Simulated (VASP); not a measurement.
Crystal: Ni2N.

```xyz
6
Lattice="4.4393 0.0000 0.0000 0.0000 4.4393 0.0000 0.0000 0.0000 2.8594" Properties=species:S:1:pos:R:3 pbc="T T T"
Ni    1.3584    1.3584    0.0000
Ni    0.8612    3.5781    1.4297
Ni    3.0809    3.0809    0.0000
Ni    3.5781    0.8612    1.4297
N     0.0000    0.0000    0.0000
N     2.2197    2.2197    1.4297
```

| Property | Result |
| --- | --- |
| Program | VASP 6.6.1 |
| Task | relaxation of cell and atoms |
| Functional | PBE |
| Potentials or basis | VASP PAW PBE potentials, release 64 (Ni, N) |
| Cutoff | 600 eV |
| k mesh | 4 × 4 × 6 |
| Occupations | gaussian, width 0.1 eV |
| Spin | no spin polarisation |

At the start: pressure 13.6 GPa; volume 9.39 Å³/atom.

Task: Where does the relaxation end?

Result: Over 13 steps the energy falls by 27.7 meV/atom and the volume is 9.83 Å³/atom (+4.7 %); space group P4_2/mnm (No. 136, to 0.05 Å).

Step by step:
```csv
step,energy change (eV),largest force (eV/Å),pressure (GPa),volume (Å³)
1,0.0000,0.5612,13.63,56.35
2,-0.0032,0.0743,-11.57,63.12
3,-0.1451,0.1644,-0.60,59.57
4,-0.1452,0.1705,-0.35,59.51
5,-0.1497,0.1231,-0.07,59.36
6,-0.1530,0.0312,0.61,59.07
7,-0.1565,0.0045,-0.15,59.24
8,-0.1589,0.0530,-1.40,59.54
9,-0.1608,0.0581,-1.25,59.48
10,-0.1643,0.0762,-0.66,59.28
11,-0.1647,0.0848,-0.38,59.19
12,-0.1655,0.0664,-0.15,59.14
13,-0.1664,0.0152,0.48,58.99
```

Final structure:
```
Ni N
1.0
     4.54588    0.00000    0.00000
     0.00000    4.54588    0.00000
     0.00000    0.00000    2.85444
Ni N
4 2
Direct
  0.29597 0.29597 0.00000
  0.20403 0.79597 0.50000
  0.70403 0.70403 0.00000
  0.79597 0.20403 0.50000
  0.00000 0.00000 0.00000
  0.50000 0.50000 0.50000
```

Caveat: the k points lie up to 0.37 Å⁻¹ apart in the final cell; the run has no spin polarisation, though such a crystal can be magnetic.
